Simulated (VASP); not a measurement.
# ZrO2 (Fm-3m) in VASP: vibrations by perturbation theory with PBE

Aim: the vibrations by perturbation theory of ZrO2 with PBE.

Everything below comes from runs of VASP 6.6.1. Logs are shortened: lines on timing, memory, paths and dates and some standing lists are left out, and cuts for length are marked.

## (1) The cell of the first run

The structure is cubic, space group Fm-3m (No. 225). Conventional cell: a = 5.075 Å, b = 5.075 Å, c = 5.075 Å, α = 90.00°, β = 90.00°, γ = 90.00°. Within 2.9 Å of Zr (site symmetry m-3m) lie 8 O at 2.20 Å. Within 2.9 Å of O (site symmetry -43m) lie 4 Zr at 2.20 Å and 6 O at 2.54 Å.

## (2) Vibrations by perturbation theory, PBE

The input, INCAR:

```
ALGO     = Normal         # electronic algorithm
EDIFF    = 1E-8           # SCF threshold, eV
ENCUT    = 600            # plane-wave cutoff, eV
GGA      = PE             # functional
GGA_COMPAT= False        
IBRION   = 8              # ionic algorithm
ISIF     = 2              # what is computed and relaxed
ISMEAR   = 0              # smearing method
LASPH    = True           # aspherical terms in the spheres
LCHARG   = False          # write CHGCAR
LEPSILON = True           # dielectric tensor by DFPT
LREAL    = False          # projectors in reciprocal space
LWAVE    = False          # write WAVECAR
NBANDS   = 19             # bands
NELM     = 120            # most SCF steps
NSW      = 1              # ionic steps
PREC     = Accurate       # precision mode
SIGMA    = 0.01           # smearing width, eV
```

The input, KPOINTS:

```
k-points
0
Gamma
  8 8 8
```

The input, POSCAR:

```
ZrO2
1.0
    0.0000000000      2.5374505705      2.5374505705
    2.5374505705      0.0000000000      2.5374505705
    2.5374505705      2.5374505705      0.0000000000
Zr O
1 2
Direct
    0.0000000000      0.0000000000      0.0000000000
    0.2500000000      0.2500000000      0.2500000000
    0.7500000000      0.7500000000      0.7500000000
```

Potentials or basis: VASP PAW PBE potentials, release 64 (Zr_sv, O).

Started as:

```sh
> cat potpaw_PBE.64/Zr_sv/POTCAR potpaw_PBE.64/O/POTCAR > POTCAR
> mpirun -np 1 vasp_std > vasp.out
```

OUTCAR:

```text
EDIFF = 1E-8
   ENCUT = 600
   GGA = PE
   IBRION = 8
   ISIF = 2
   ISMEAR = 0
   LASPH = True
   LEPSILON = True
   LREAL = False
   NELM = 120
   NSW = 1
   PREC = Accurate

 ion  position               nearest neighbor table
   1  0.000  0.000  0.000-   3 2.20   3 2.20   3 2.20   2 2.20   3 2.20   2 2.20   2 2.20   2 2.20

   2  0.250  0.250  0.250-   1 2.20   1 2.20   1 2.20   1 2.20
   3  0.750  0.750  0.750-   1 2.20   1 2.20   1 2.20   1 2.20

  LATTYP: Found a face centered cubic cell.
 ALAT       =     5.0749011410

  Lattice vectors:

 A1 = (   0.0000000000,   2.5374505705,   2.5374505705)
 A2 = (   2.5374505705,   0.0000000000,   2.5374505705)
 A3 = (   2.5374505705,   2.5374505705,   0.0000000000)

Analysis of symmetry for initial positions (statically):
=====================================================================
 Subroutine PRICEL returns:
 Original cell was already a primitive cell.

 Routine SETGRP: Setting up the symmetry group for a
 face centered cubic supercell.

 Subroutine GETGRP returns: Found 48 space group operations
[... 9 lines left out ...]

 Routine SETGRP: Setting up the symmetry group for a
 face centered cubic supercell.

 Subroutine GETGRP returns: Found 48 space group operations
[... 11 lines left out ...]
                                     Primitive cell

  volume of cell :      32.6755

  direct lattice vectors                    reciprocal lattice vectors
     0.000000000  2.537450570  2.537450570    -0.197048173  0.197048173  0.197048173
     2.537450570  0.000000000  2.537450570     0.197048173 -0.197048173  0.197048173
     2.537450570  2.537450570  0.000000000     0.197048173  0.197048173 -0.197048173

  length of vectors
     3.588497011  3.588497011  3.588497011     0.341297448  0.341297448  0.341297448

  position of ions in fractional coordinates (direct lattice)
     0.000000000  0.000000000  0.000000000
     0.250000000  0.250000000  0.250000000
     0.750000000  0.750000000  0.750000000
[... 758 lines left out ...]
  x     0.00000     0.00000     0.00000     0.00000     0.00000     0.00000
  y     0.00000     0.00000     0.00000     0.00000     0.00000     0.00000
  z     0.00000     0.00000     0.00000     0.00000     0.00000     0.00000

 PIEZOELECTRIC TENSOR (including local field effects)  for field in x, y, z        (C/m^2)
          XX          YY          ZZ          XY          YZ          ZX
  --------------------------------------------------------------------------------
  x     0.00000     0.00000     0.00000     0.00000     0.00000     0.00000
  y     0.00000     0.00000     0.00000     0.00000     0.00000     0.00000
  z     0.00000     0.00000     0.00000     0.00000     0.00000     0.00000

 BORN EFFECTIVE CHARGES (including local field effects) (in |e|, cummulative output)
 ---------------------------------------------------------------------------------
 ion    1
    1     5.75329     0.00000     0.00000
    2     0.00000     5.75329     0.00000
    3     0.00000     0.00000     5.75329
 ion    2
    1    -2.87665     0.00000     0.00000
    2     0.00000    -2.87665     0.00000
    3     0.00000     0.00000    -2.87665
 ion    3
    1    -2.87665     0.00000     0.00000
    2     0.00000    -2.87665     0.00000
    3     0.00000     0.00000    -2.87665

 INTERNAL STRAIN TENSOR FOR ION    3 for displacements in x,y,z  (eV/Angst):
          X           Y           Z          XY          YZ          ZX
  --------------------------------------------------------------------------------
  x     0.00000    -0.00000    -0.00000     0.00000     7.39228     0.00000
  y     0.00000     0.00000     0.00000     0.00000     0.00000     7.39228
  z     0.00000     0.00000     0.00000     7.39228     0.00000     0.00000

 SECOND DERIVATIVES (NOT SYMMETRIZED)
 ------------------------------------
               1X          1Y          1Z          2X          2Y          2Z          3X          3Y          3Z
  1X    -5.390469    0.000000    0.000000    2.695235    0.000000    0.000000    2.695235    0.000000    0.000000
  1Y     0.000000   -5.390469    0.000000    0.000000    2.695235    0.000000    0.000000    2.695235    0.000000
  1Z     0.000000    0.000000   -5.390469    0.000000    0.000000    2.695235    0.000000    0.000000    2.695235
  2X     2.692663    0.000000    0.000000  -10.910867    0.000000    0.000000    8.218204    0.000000    0.000000
  2Y     0.000000    2.692663    0.000000    0.000000  -10.910867    0.000000    0.000000    8.218204    0.000000
  2Z     0.000000    0.000000    2.692663    0.000000    0.000000  -10.910867    0.000000    0.000000    8.218204
  3X     2.692663    0.000000    0.000000    8.218204    0.000000    0.000000  -10.910867    0.000000    0.000000
  3Y     0.000000    2.692663    0.000000    0.000000    8.218204    0.000000    0.000000  -10.910867    0.000000
  3Z     0.000000    0.000000    2.692663    0.000000    0.000000    8.218204    0.000000    0.000000  -10.910867

 Eigenvectors and eigenvalues of the dynamical matrix
 ----------------------------------------------------

   1 f  =   17.093763 THz   107.403280 2PiTHz  570.186554 cm-1    70.694091 meV
             X         Y         Z           dx          dy          dz
      0.000000  0.000000  0.000000    -0.000000    0.000000   -0.000000
      1.268725  1.268725  1.268725     0.704798    0.057094    0.000000
      3.806176  3.806176  3.806176    -0.704798   -0.057094   -0.000000
[... 43 lines left out ...]
   9 f/i=    0.001560 THz     0.009803 2PiTHz    0.052044 cm-1     0.006453 meV
             X         Y         Z           dx          dy          dz
      0.000000  0.000000  0.000000     0.856978    0.059525   -0.046610
      1.268725  1.268725  1.268725     0.359073    0.024941   -0.019529
      3.806176  3.806176  3.806176     0.359073    0.024941   -0.019529

--------------------------------------------------------------------------------------------------------

 MACROSCOPIC STATIC DIELECTRIC TENSOR IONIC CONTRIBUTION
 ------------------------------------------------------
          34.016327     0.000000     0.000000
           0.000000    34.016327    -0.000000
           0.000000    -0.000000    34.016327
 ------------------------------------------------------

 ELASTIC MODULI CONTR FROM IONIC RELAXATION (kBar)
 Direction    XX          YY          ZZ          XY          YZ          ZX
 --------------------------------------------------------------------------------
 XX          -0.0000     -0.0000     -0.0000     -0.0000     -0.0000     -0.0000
 YY          -0.0000     -0.0000     -0.0000     -0.0000      0.0000      0.0000
 ZZ          -0.0000     -0.0000     -0.0000      0.0000      0.0000     -0.0000
 XY          -0.0000     -0.0000      0.0000   -280.1439     -0.0000      0.0000
 YZ          -0.0000      0.0000      0.0000     -0.0000   -280.1439     -0.0000
 ZX          -0.0000      0.0000     -0.0000      0.0000     -0.0000   -280.1439
 --------------------------------------------------------------------------------

 PIEZOELECTRIC TENSOR IONIC CONTR  for field in x, y, z        (C/m^2)
          XX          YY          ZZ          XY          YZ          ZX
  --------------------------------------------------------------------------------
  x     0.00000    -0.00000    -0.00000    -0.00000     0.00000     0.00000
  y    -0.00000    -0.00000    -0.00000     0.00000     0.00000    -0.00000
  z     0.00000    -0.00000     0.00000    -0.00000    -0.00000     0.00000
```

OSZICAR:

```text
N       E                     dE             d eps       ncg     rms          rms(c)
DAV:   1     0.197509182279E+03    0.19751E+03   -0.15491E+04  1102   0.145E+03
DAV:   2    -0.245977920161E+02   -0.22211E+03   -0.21405E+03  1317   0.364E+02
DAV:   3    -0.346145997659E+02   -0.10017E+02   -0.99624E+01  1510   0.735E+01
DAV:   4    -0.348699303381E+02   -0.25533E+00   -0.25469E+00  1534   0.939E+00
[... 261 lines left out ...]
RMM:  12    -0.369227404751E+00    0.71983E-07    0.35184E-07  8673   0.249E-04    0.904E-06
RMM:  13    -0.369227406488E+00   -0.17371E-08    0.24754E-07  8678   0.140E-04    0.564E-06
RMM:  14    -0.369227388145E+00    0.18342E-07    0.50328E-08  8650   0.896E-05    0.353E-06
RMM:  15    -0.369227400074E+00   -0.11928E-07    0.65268E-08  8557   0.645E-05    0.281E-06
RMM:  16    -0.369227399658E+00    0.41605E-09    0.41229E-08  8204   0.520E-05    0.184E-06
 Linear response finished
```

stdout:

```text
POSCAR found type information on POSCAR ZrO
 POSCAR found :  2 types and       3 ions
 scaLAPACK will be used
 LDA part: xc-table for (Slater+PW92), standard interpolation
 POSCAR, INCAR and KPOINTS ok, starting setup
 FFT: planning ... GRIDC
 FFT: planning ... GRID_SOFT
 FFT: planning ... GRID
 WAVECAR not read
 entering main loop
[... 23 lines left out ...]
  Direction:   3
 dielectric tensor                  component  3 :     0.009     0.025     5.781
 Linear response DOF=           2
 Linear response progress:
 first order change of Fermi-energy  -0.11389E-01
 force on displaced ion       1 direction 1 :  -5.390   0.000   0.000
 Born effective charge ion    1 direction 1 :   5.753   0.000   0.000
 Linear response progress:
 first order change of Fermi-energy   0.91302E+00
 force on displaced ion       2 direction 1 : -10.911   0.000   0.000
 Born effective charge ion    2 direction 1 :  -2.877   0.000   0.000
 Born effective charges drift removed
 Linear response finished
```

It took 13 min on 1 thread of Intel Xeon Platinum 8259CL at 2.50GHz (Skylake/Cascade Lake), shared host; peak memory 0.37 GiB.

Results:

- Electronic dielectric tensor (diagonal): 5.78
- Born charges (mean of the diagonal): Zr +5.75; O -2.88 e
- Highest phonon frequency at Γ, LO-TO splitting left out: 570 cm⁻¹

Phonon frequencies in cm⁻¹ (negative: imaginary):
| q point | frequencies |
| --- | --- |
| (0.000, 0.000, 0.000) | 0 0 0 249 249 249 570 570 570 |

Electronic dielectric tensor:
```
5.78 0.00 0.00
0.00 5.78 0.00
0.00 0.00 5.78
```

Born effective charge tensors (e):
atom 1, Zr
```
5.75 0.00 0.00
0.00 5.75 0.00
0.00 0.00 5.75
```
atom 2, O
```
-2.88  0.00  0.00
 0.00 -2.88  0.00
 0.00  0.00 -2.88
```
atom 3, O
```
-2.88  0.00  0.00
 0.00 -2.88  0.00
 0.00  0.00 -2.88
```

Caveat: the cell wasn't relaxed at this level first, which shifts response properties.
